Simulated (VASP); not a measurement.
# Br (P4/mmm) in VASP: further runs

The runs below take Br through single point, with PBE+D3(BJ).

All numbers are computed with VASP 6.6.1; they aren't measurements. Logs are shortened: lines on timing, memory, paths and dates and some standing lists are left out, and cuts for length are marked.

## (1) The cell of the first run

Symmetry: P4/mmm, No. 123, tetragonal system. Conventional cell: a = 5.030 Å, b = 5.030 Å, c = 3.556 Å, α = 90.00°, β = 90.00°, γ = 90.00°. Within 4.1 Å of Br (site symmetry mmm) lie 10 Br at 3.08 to 3.56 Å. Br (site symmetry 4/mmm) has 10 Br at 3.08 to 3.56 Å within 4.1 Å.

## (2) Single point, PBE+D3(BJ)

File INCAR:

```
PREC     = Accurate       # precision mode
ENCUT    = 520            # plane-wave cutoff, eV
EDIFF    = 1E-6           # SCF threshold, eV
ISMEAR   = 0              # smearing method
SIGMA    = 0.15           # smearing width, eV
LREAL    = F              # projectors in reciprocal space
LASPH    = T              # aspherical terms in the spheres
NELM     = 60             # most SCF steps
ALGO     = Normal         # electronic algorithm
ISIF     = 2              # what is computed and relaxed
LWAVE    = F              # write WAVECAR
LCHARG   = F              # write CHGCAR
GGA      = PE             # functional
IVDW     = 12             # dispersion correction
NBANDS   = 18             # bands
```

File KPOINTS:

```
Automatic mesh
0
Gamma
  12 12 12
```

File POSCAR:

```
Br
1.0
    5.0300985932      0.0000000000      0.0000000000
    0.0000000000      5.0300985932      0.0000000000
    0.0000000000      0.0000000000      3.5562797054
Br
3
Direct
    0.5000000000      0.0000000000      0.0000000000
    0.0000000000      0.5000000000      0.0000000000
    0.0000000000      0.0000000000      0.5000000000
```

Potentials or basis: VASP PAW PBE potentials, release 64 (Br).

The run is started by

```console
cat potpaw_PBE.64/Br/POTCAR > POTCAR
mpirun -np 1 vasp_std > vasp.out
```

OUTCAR:

```text
PREC = Accurate
   ENCUT = 520
   EDIFF = 1E-6
   ISMEAR = 0
   LREAL = F
   LASPH = T
   NELM = 60
   ISIF = 2
   GGA = PE
   IVDW = 12
 IVDW          = 12

 ion  position               nearest neighbor table
   1  0.500  0.000  0.000-
   2  0.000  0.500  0.000-
   3  0.000  0.000  0.500-

  LATTYP: Found a simple tetragonal cell.
 ALAT       =     5.0300985932
 C/A-ratio  =     0.7070000000

  Lattice vectors:

 A1 = (   5.0300985932,   0.0000000000,   0.0000000000)
 A2 = (   0.0000000000,   5.0300985932,   0.0000000000)
 A3 = (   0.0000000000,   0.0000000000,   3.5562797054)

Analysis of symmetry for initial positions (statically):
=====================================================================
 Subroutine PRICEL returns:
 Original cell was already a primitive cell.

 Routine SETGRP: Setting up the symmetry group for a
 simple tetragonal supercell.

 Subroutine GETGRP returns: Found 16 space group operations
 (whereof 16 operations were pure point group operations)
 out of a pool of 16 trial point group operations.

The static configuration has the point symmetry D_4h.

Analysis of symmetry for dynamics (positions and initial velocities):
=====================================================================
 Subroutine PRICEL returns:
 Original cell was already a primitive cell.

 Routine SETGRP: Setting up the symmetry group for a
 simple tetragonal supercell.

 Subroutine GETGRP returns: Found 16 space group operations
 (whereof 16 operations were pure point group operations)
 out of a pool of 16 trial point group operations.

The dynamic configuration has the point symmetry D_4h.

 Subroutine INISYM returns: Found 16 space group operations
 (whereof 16 operations are pure point group operations),
 and found     1 'primitive' translations

----------------------------------------------------------------------------------------

                                     Primitive cell

  volume of cell :      89.9806

  direct lattice vectors                    reciprocal lattice vectors
     5.030098593  0.000000000  0.000000000     0.198803260  0.000000000  0.000000000
     0.000000000  5.030098593  0.000000000     0.000000000  0.198803260  0.000000000
     0.000000000  0.000000000  3.556279705     0.000000000  0.000000000  0.281192730

  length of vectors
     5.030098593  5.030098593  3.556279705     0.198803260  0.198803260  0.281192730

  position of ions in fractional coordinates (direct lattice)
     0.500000000  0.000000000  0.000000000
     0.000000000  0.500000000  0.000000000
     0.000000000  0.000000000  0.500000000

  ion indices of the primitive-cell ions
   primitive index   ion index
                 1           1
                 2           2
                 3           3

----------------------------------------------------------------------------------------

 KPOINTS: Automatic mesh

Automatic generation of k-mesh.
 Grid dimensions read from file:
 generate k-points for:   12   12   12

 Generating k-lattice:

  Cartesian coordinates                     Fractional coordinates (reciprocal lattice)
     0.016566938  0.000000000  0.000000000     0.083333333  0.000000000  0.000000000
     0.000000000  0.016566938  0.000000000     0.000000000  0.083333333  0.000000000
     0.000000000  0.000000000  0.023432728     0.000000000  0.000000000  0.083333333

  Length of vectors
     0.016566938  0.016566938  0.023432728

  Shift w.r.t. Gamma in fractional coordinates (k-lattice)
     0.000000000  0.000000000  0.000000000

 Subroutine IBZKPT returns following result:
 ===========================================

 Found    196 irreducible k-points:

 Following reciprocal coordinates:
            Coordinates               Weight
  0.000000  0.000000  0.000000      1.000000
  0.083333  0.000000  0.000000      4.000000
  0.166667  0.000000  0.000000      4.000000
  0.250000  0.000000  0.000000      4.000000
  0.333333  0.000000  0.000000      4.000000
  0.416667  0.000000  0.000000      4.000000
[... 16 lines left out ...]
  0.333333  0.333333  0.000000      4.000000
  0.416667  0.333333  0.000000      8.000000
 [... further k-points ...]
   k-points           NKPTS =    196   k-points in BZ     NKDIM =    196   number of bands    NBANDS=     18
   number of dos      NEDOS =    301   number of ions     NIONS =      3
   total plane-waves  NPLWV =  44800
   dimension x,y,z NGX =    40 NGY =   40 NGZ =   28
   dimension x,y,z NGXF=    80 NGYF=   80 NGZF=   56
   ions per type =               3
   NGX,Y,Z   is equivalent  to a cutoff of  13.22, 13.22, 13.09 a.u.
   NGXF,Y,Z  is equivalent  to a cutoff of  26.44, 26.44, 26.18 a.u.
 SYSTEM =  unknown system
   PREC   = accura    normal or accurate (medium, high low for compatibility)
   ISTART =      0    job   : 0-new  1-cont  2-samecut
   ICHARG =      2    charge: 1-file 2-atom 10-const
   ISPIN  =      1    spin polarized calculation?
   LNONCOLLINEAR =      F non collinear calculations
   LSORBIT =      F    spin-orbit coupling
   LASPH  =      T    aspherical Exc in radial PAW
   ENCUT  =  520.0 eV  38.22 Ry    6.18 a.u.   9.35  9.35  6.61*2*pi/ulx,y,z
   NELM   =     60;   NELMIN=  2; NELMDL= -5     # of ELM steps
   EDIFF  = 0.1E-05   stopping-criterion for ELM
   LREAL  =      F    real-space projection
   EDIFFG = 0.1E-04   stopping-criterion for IOM
   NSW    =      0    number of steps for IOM
   IBRION =     -1    ionic relax: 0-MD 1-quasi-New 2-CG
   NFREE  =      0    steps in history (QN), initial steepest desc. (CG)
   ISIF   =      2    stress and relaxation
   ISYM   =      2    0-nonsym 1-usesym 2-fastsym
   POTIM  = 0.5000    time-step for ionic-motion
   TEBEG  =    0.0;   TEEND  =   0.0 temperature during run
   PSTRESS=    0.0 pullay stress
   NELECT =      21.0000    total number of electrons
   NUPDOWN=      -1.0000    fix difference up-down
   EMIN   =  10.00;   EMAX   =-10.00  energy-range for DOS
   EFERMI =   0.00;   METHOD = LEGACY
   ISMEAR =     0;   SIGMA  =   0.15  broadening in eV -4-tet -1-fermi 0-gaus
   EFERMI_NEDOS =   21; number of points for ismear=-14 and -15
   IALGO  =     38    algorithm
   IMIX   =      4    mixing-type and parameters
     AMIX     =   0.40;   BMIX     =  1.00
     AMIX_MAG =   1.60;   BMIX_MAG =  1.00
  volume/ion in A,a.u.               =      29.99       202.41
  Fermi-wavevector in a.u.,A,eV,Ry     =   1.007933  1.904717 13.822550  1.015929
  Thomas-Fermi vector in A             =   2.140769
   LORBIT       =      0    0 simple, 1 ext, 2 COOP (PROOUT), +10 PAW based schemes
   GGA     = PE    functional components
   LHFCALC =     F    Hartree Fock is set to
   AEXX    =    0.0000 exact exchange contribution
   IVDW    =    12    specifies the selected vdW correction
   LEPSILON=     F    determine dielectric tensor
   LRPA    =     F    only Hartree local field effects (RPA)
 non-spin polarized calculation
 Gauss-broadening in eV      SIGMA  =   0.15
  energy-cutoff  :      520.00
  volume of cell :       89.98
 maximum number of plane-waves:      2456
 NGX is ok and might be reduce to    40

 number of electron      20.9999996 magnetization

 Free energy of the ion-electron system (eV)
  ---------------------------------------------------
  ext. energy  EPLUGINS =         0.00000000
  ---------------------------------------------------
  free energy    TOTEN  =        -3.27859365 eV

  energy without entropy =       -3.23204573  energy(sigma->0) =       -3.25531969

 E-fermi :   0.7106     XC(G=0):  -8.4576

 val. band max:        0.7056343359   @ k =   0.4167   0.4167   0.3333
 cond. band min:       0.7106714293   @ k =   0.5000   0.4167   0.3333
 fundamental gap:      0.0050370933
 Fermi energy:         0.7105902585

 k-point     1 :       0.0000    0.0000    0.0000
  band No.  band energies     occupation
      1     -15.1111      2.00000
      2     -12.9570      2.00000
      3     -12.5509      2.00000
      4      -4.0080      2.00000
      5      -4.0080      2.00000
      6      -1.8052      2.00000
[... 10 lines left out ...]
     17      10.1621      0.00000
     18      11.3180      0.00000

 k-point     2 :       0.0833    0.0000    0.0000
  band No.  band energies     occupation
      1     -15.0948      2.00000
      2     -12.9717      2.00000
      3     -12.5701      2.00000
      4      -3.9954      2.00000
      5      -3.9249      2.00000
      6      -1.7860      2.00000
[... 10 lines left out ...]
     17      10.2448      0.00000
     18      11.3359      0.00000

 k-point     3 :       0.1667    0.0000    0.0000
  band No.  band energies     occupation
      1     -15.0479      2.00000
      2     -13.0202      2.00000
      3     -12.6150      2.00000
      4      -3.9600      2.00000
      5      -3.6838      2.00000
      6      -1.7307      2.00000
[... 10 lines left out ...]
     17      10.5073      0.00000
     18      11.3862      0.00000

 k-point     4 :       0.2500    0.0000    0.0000
  band No.  band energies     occupation
      1     -14.9779      2.00000
      2     -13.1074      2.00000
      3     -12.6594      2.00000
      4      -3.9093      2.00000
      5      -3.3069      2.00000
      6      -1.6480      2.00000
[... 10 lines left out ...]
     17      10.8676      0.00000
     18      11.4592      0.00000

 k-point     5 :       0.3333    0.0000    0.0000
  band No.  band energies     occupation
      1     -14.8990      2.00000
      2     -13.2172      2.00000
      3     -12.6880      2.00000
      4      -3.8554      2.00000
      5      -2.8289      2.00000
      6      -1.5543      2.00000
[... 10 lines left out ...]
     17      11.0487      0.00000
     18      11.5388      0.00000

 k-point     6 :       0.4167    0.0000    0.0000
  band No.  band energies     occupation
      1     -14.8336      2.00000
      2     -13.3109      2.00000
      3     -12.7021      2.00000
      4      -3.8137      2.00000
      5      -2.3117      2.00000
      6      -1.4760      2.00000
[... 10 lines left out ...]
     17      10.9892      0.00000
     18      11.6020      0.00000

 k-point     7 :       0.5000    0.0000    0.0000
  band No.  band energies     occupation
      1     -14.8076      2.00000
      2     -13.3481      2.00000
      3     -12.7062      2.00000
      4      -3.7979      2.00000
      5      -1.9951      2.00000
      6      -1.4447      2.00000
[... 10 lines left out ...]
     17      10.9450      0.00000
     18      11.6263      0.00000

 k-point     8 :       0.0833    0.0833    0.0000
  band No.  band energies     occupation
      1     -15.0783      2.00000
      2     -12.9845      2.00000
      3     -12.5910      2.00000
      4      -3.9330      2.00000
      5      -3.8918      2.00000
      6      -1.7665      2.00000
[... 10 lines left out ...]
     17      10.3186      0.00000
     18      11.4546      0.00000
[... 229 lines left out ...]
     17      11.3441      0.00000
     18      12.3310      0.00000

 k-point    20 :       0.3333    0.2500    0.0000
  band No.  band energies     occupation
      1     -14.7507      2.00000
      2     -13.2223      2.00000
      3     -12.9507      2.00000
      4      -3.2234      2.00000
      5      -2.6778      2.00000
      6      -1.5731      2.00000
[... 10 lines left out ...]
     17      11.4832      0.00000
     18      12.1890      0.00000

 k-point    21 :       0.4167    0.2500    0.0000
  band No.  band energies     occupation
      1     -14.6784      2.00000
      2     -13.3041      2.00000
      3     -12.9822      2.00000
      4      -3.1527      2.00000
      5      -2.2437      2.00000
      6      -1.6348      2.00000
[... 10 lines left out ...]
     17      11.2092      0.00000
     18      11.5906      0.00000

 k-point    22 :       0.5000    0.2500    0.0000
  band No.  band energies     occupation
      1     -14.6491      2.00000
      2     -13.3403      2.00000
      3     -12.9900      2.00000
      4      -3.1274      2.00000
      5      -2.0786      2.00000
      6      -1.4449      2.00000
[... 10 lines left out ...]
     17      10.9067      0.00000
     18      11.3382      0.00000

 k-point    23 :       0.3333    0.3333    0.0000
  band No.  band energies     occupation
      1     -14.6597      2.00000
      2     -13.2449      2.00000
      3     -13.0758      2.00000
      4      -2.8985      2.00000
      5      -2.4729      2.00000
      6      -1.8012      2.00000
[... 10 lines left out ...]
     17      11.6074      0.00000
     18      11.6541      0.00000

 k-point    24 :       0.4167    0.3333    0.0000
  band No.  band energies     occupation
      1     -14.5815      2.00000
      2     -13.3020      2.00000
      3     -13.1372      2.00000
      4      -2.7259      2.00000
      5      -2.1690      2.00000
      6      -1.8482      2.00000
[... 10 lines left out ...]
     17      11.0822      0.00000
     18      11.3654      0.00000

 [... further k-points ...]

------------------------ aborting loop because EDIFF is reached ----------------------------------------

 Edisp (eV)   -0.71782

 E8    (eV) :    -0.2830

  FORCE on cell =-STRESS in cart. coord.  units (eV):
  Direction    XX          YY          ZZ          XY          YZ          ZX
  --------------------------------------------------------------------------------------
  -------------------------------------------------------------------------------------
  Total      -0.47620    -0.47620    -0.21464     0.00000     0.00000     0.00000
  in kB      -8.47906    -8.47906    -3.82187     0.00000     0.00000     0.00000
  external pressure =       -6.93 kB  Pullay stress =        0.00 kB

 VOLUME and BASIS-vectors are now :
 -----------------------------------------------------------------------------
  energy-cutoff  :      520.00
  volume of cell :       89.98
      direct lattice vectors                 reciprocal lattice vectors
     5.030098593  0.000000000  0.000000000     0.198803260  0.000000000  0.000000000
     0.000000000  5.030098593  0.000000000     0.000000000  0.198803260  0.000000000
     0.000000000  0.000000000  3.556279705     0.000000000  0.000000000  0.281192730

 POSITION                                       TOTAL-FORCE (eV/Angst)
 -----------------------------------------------------------------------------------
      2.51505      0.00000      0.00000         0.000000      0.000000      0.000000
      0.00000      2.51505      0.00000         0.000000      0.000000      0.000000
      0.00000      0.00000      1.77814         0.000000      0.000000      0.000000
 -----------------------------------------------------------------------------------
    total drift:                                0.000000      0.000000     -0.000000

  FREE ENERGIE OF THE ION-ELECTRON SYSTEM (eV)
  ---------------------------------------------------
  free  energy   TOTEN  =        -3.9964146721 eV

  energy  without entropy=       -3.9498667576  energy(sigma->0) =       -3.97314071
```

Wall time 88 s (1 thread of Intel Xeon 6975P-C (Granite Rapids), shared host); peak memory 0.37 GiB.

What came out:

* Free energy: -3.9964 eV
* Pressure: -0.7 GPa
* Band gap on the k mesh: zero (an odd number of electrons rules out a gap without spin polarisation)
* Dispersion energy per atom: -0.239 eV

Stress tensor (GPa, compression positive):
```
-0.85  0.00  0.00
 0.00 -0.85  0.00
 0.00  0.00 -0.38
```

Caveat: an odd number of electrons without spin polarisation forces a metal; a magnetic or distorted state may lie lower.

## (3) Single point, PBE+D3(BJ)

This run uses another cell than the first one, of the same volume but with other edges.

File INCAR:

```
SYSTEM = Br
PREC = Accurate
ENCUT = 520
EDIFF = 1E-6
ISMEAR = 0
SIGMA = 0.15
LREAL = .False.
LASPH = .True.
NELM = 100
ALGO = Normal
ISIF = 2
LWAVE = .False.
LCHARG = .False.
GGA = PE
IVDW = 12
NBANDS = 18
```

File KPOINTS:

```
Automatic mesh
0
Gamma
  12 12 12
  0 0 0
```

File POSCAR:

```
Br
1.0
    3.9923918992      0.0000000000      0.0000000000
    0.0000000000      3.9923918992      0.0000000000
    0.0000000000      0.0000000000      5.6452421454
Br
3
Direct
    0.5000000000      0.0000000000      0.0000000000
    0.0000000000      0.5000000000      0.0000000000
    0.0000000000      0.0000000000      0.5000000000
```

Potentials or basis: VASP PAW PBE potentials, release 64 (Br).

The run is started by

```console
cat potpaw_PBE.64/Br/POTCAR > POTCAR
mpirun -np 1 vasp_std > vasp.out
```

It took 2.2 min on 1 thread of Intel Xeon 6975P-C (Granite Rapids), shared host; peak memory 0.36 GiB.

The run converged. Its results:

```
Free energy                : -4.0200 eV
Pressure                   : 0.9 GPa
Band gap on the k mesh     : zero (an odd number of electrons rules out a gap without spin polarisation)
Dispersion energy per atom : -0.241 eV
```

Stress tensor (GPa, compression positive):
```
0.45 0.00 0.00
0.00 0.45 0.00
0.00 0.00 1.71
```

Levels at points of the mesh, in eV from the Fermi level:
```
           k point  band 7  band 8  band 9  band 10  band 11  band 12  band 13  band 14
(0.00, 0.00, 0.00)   -0.65   -0.19   -0.19     0.32     0.93     0.93     5.02     6.50
(0.50, 0.00, 0.00)   -2.55   -2.53   -2.33    -1.46     0.07     0.23     8.41     9.44
(0.50, 0.50, 0.00)   -2.08   -1.26   -1.25    -1.25     1.89     1.92     7.08     7.77
(0.00, 0.00, 0.50)   -1.27   -0.72   -0.31    -0.31     0.87     0.87     5.59     7.48
(0.50, 0.00, 0.50)   -2.52   -2.51   -2.15    -0.41    -0.21    -0.15     8.46     9.20
(0.50, 0.50, 0.50)   -2.86   -0.38   -0.07    -0.07     1.89     1.92     5.66     7.13
```

Caveat: an odd number of electrons without spin polarisation forces a metal; a magnetic or distorted state may lie lower.

(Continued in part 2 of 2.)
